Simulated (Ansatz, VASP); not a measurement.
**One calculation of Mg, two programs**

File INCAR:

```
ALGO = Normal
EDIFF = 1E-6
ENCUT = 520
GGA = PE
ISIF = 2
ISMEAR = 0
LASPH = T
LCHARG = T
LELF = T
LREAL = F
LVHAR = T
LWAVE = F
NBANDS = 7
NELM = 100
PREC = Accurate
SIGMA = 0.1
```

File KPOINTS:

```
k-points
0
Gamma
  6 6 6
```

File POSCAR:

```
Mg
1.0
    0.0000000000      2.2702637920      2.2702637920
    2.2702637920      0.0000000000      2.2702637920
    2.2702637920      2.2702637920      0.0000000000
Mg
1
Direct
    0.0000000000      0.0000000000      0.0000000000
```

Input for Ansatz:

```yaml
crystal:
  lattice:
    - [0.0, 2.270263792, 2.270263792]
    - [2.270263792, 0.0, 2.270263792]
    - [2.270263792, 2.270263792, 0.0]
  atoms:
    - { symbol: Mg, position: [0.0, 0.0, 0.0] }
basis:
  ecutwfc: 420
kpoints:
  mp_grid: { grid: [6, 6, 6] }
hamiltonian:
  xc: pbe
scf:
  occupations: { method: gaussian, width: 0.1 }
output:
  forces: true
  stress: true
  eigenvalues: true
```

Alike in both runs: task single point; functional PBE; k mesh 6 × 6 × 6; occupations gaussian, width 0.1 eV; no spin polarisation.

|  | VASP | Ansatz |
| --- | --- | --- |
| version | VASP 6.6.1 | Ansatz 0.2.0 |
| potentials or method | VASP PAW PBE potentials, release 64 (Mg), cutoff 520 eV | scalar-relativistic, plane waves, PAW |
| valence electrons in the cell | 2 | 10 |

```tsv
	VASP	Ansatz	Ansatz less VASP
gap on the k mesh at the Fermi level (eV)	none	none	-
pressure (GPa)	-0.9	-0.8	+0.13
```

A gap of «none» marks a metal or a gap that the smearing closes. VASP's potentials hold 2 valence electrons a cell and Ansatz's 10, so a difference there can come from the potentials and not from the codes.

The k mesh is coarse, so the values compare programs but aren't converged.
